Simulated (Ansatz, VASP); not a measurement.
Te5W: VASP beside Ansatz

INCAR

```
SYSTEM = Te5W
  PREC = Accurate
  ENCUT = 500
  EDIFF = 1E-6
  ISMEAR = 0
  SIGMA = 0.1
  LREAL = .FALSE.
  LASPH = .TRUE.
  NELM = 120
  ALGO = Normal
  ISIF = 2
  LWAVE = .FALSE.
  LCHARG = .FALSE.
  GGA = PE
  NBANDS = 31
  GGA_COMPAT = .FALSE.
```

The input KPOINTS:

```
Automatic mesh
0
G
  4 4 4
  0 0 0
```

File POSCAR:

```
Te5W
1.0
    0.0000000000      4.5146413400      4.5146413400
    4.5146413400      0.0000000000      4.5146413400
    4.5146413400      4.5146413400      0.0000000000
Te W
5 1
Direct
    0.3750000000      0.3750000000      0.8750000000
    0.3750000000      0.8750000000      0.3750000000
    0.8750000000      0.3750000000      0.3750000000
    0.3750000000      0.3750000000      0.3750000000
    0.7500000000      0.7500000000      0.7500000000
    0.0000000000      0.0000000000      0.0000000000
```

Input for Ansatz:

```yaml
crystal:
  lattice:
    - [0.0, 4.51464134, 4.51464134]
    - [4.51464134, 0.0, 4.51464134]
    - [4.51464134, 4.51464134, 0.0]
  atoms:
    - { symbol: Te, position: [0.375, 0.375, 0.875] }
    - { symbol: Te, position: [0.375, 0.875, 0.375] }
    - { symbol: Te, position: [0.875, 0.375, 0.375] }
    - { symbol: Te, position: [0.375, 0.375, 0.375] }
    - { symbol: Te, position: [0.75, 0.75, 0.75] }
    - { symbol: W, position: [0.0, 0.0, 0.0] }
basis:
  ecutwfc: 420
kpoints:
  mp_grid: { grid: [4, 4, 4] }
hamiltonian:
  xc: pbe
scf:
  occupations: { method: gaussian, width: 0.1 }
  lower_state_search: "off"
output:
  forces: true
  stress: true
  eigenvalues: true
```

Change from the starting cell: species swapped into the DyCu5 type (F-43m, No. 216).

Alike in both runs: task single point; functional PBE; k mesh 4 × 4 × 4; occupations gaussian, width 0.1 eV; no spin polarisation.

```csv
,VASP,Ansatz
version,VASP 6.6.1,Ansatz 0.2.0
potentials or method,"VASP PAW PBE potentials, release 64 (Te, W_sv), cutoff 500 eV","scalar-relativistic, plane waves, PAW"
valence electrons in the cell,44,94
```

|  | VASP | Ansatz | Ansatz less VASP |
| --- | --- | --- | --- |
| gap on the k mesh at the Fermi level (eV) | none | none | - |
| pressure (GPa) | -4.9 | -4.9 | +0.07 |

A gap of «none» marks a metal or a gap that the smearing closes. VASP's potentials hold 44 valence electrons a cell and Ansatz's 94, so a difference there can come from the potentials and not from the codes.

Spin-orbit coupling is off throughout.
